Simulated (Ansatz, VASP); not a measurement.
# Na: VASP beside Ansatz

```
Na
1.0
    -2.14100    2.14100    2.14100
     2.14100   -2.14100    2.14100
     2.14100    2.14100   -2.14100
Na
1
Cartesian
  0.0000 0.0000 0.0000
```

Alike in both runs: task single point; functional PBE; k mesh 18 × 18 × 18; occupations gaussian, width 0.1 eV; no spin polarisation.

|  | VASP | Ansatz |
| --- | --- | --- |
| version | VASP 6.6.1 | Ansatz 0.2.0 |
| potentials or method | VASP PAW PBE potentials, release 64 (Na_pv), cutoff 500 eV | scalar-relativistic, plane waves, PAW |
| valence electrons in the cell | 7 | 9 |

Ansatz gave:

| Item | Value |
| --- | --- |
| gap on the k mesh at the Fermi level (eV) | none |
| pressure (GPa) | -0.4 |

Problem. What did VASP give for the same quantities?

Solution. gap on the k mesh at the Fermi level (eV): none; pressure (GPa): -0.5.

A gap of «none» marks a metal or a gap that the smearing closes. With one functional, cell and mesh, what is left measures potentials, basis and numerics. VASP's potentials hold 7 valence electrons a cell and Ansatz's 9, so a difference there can come from the potentials and not from the codes.
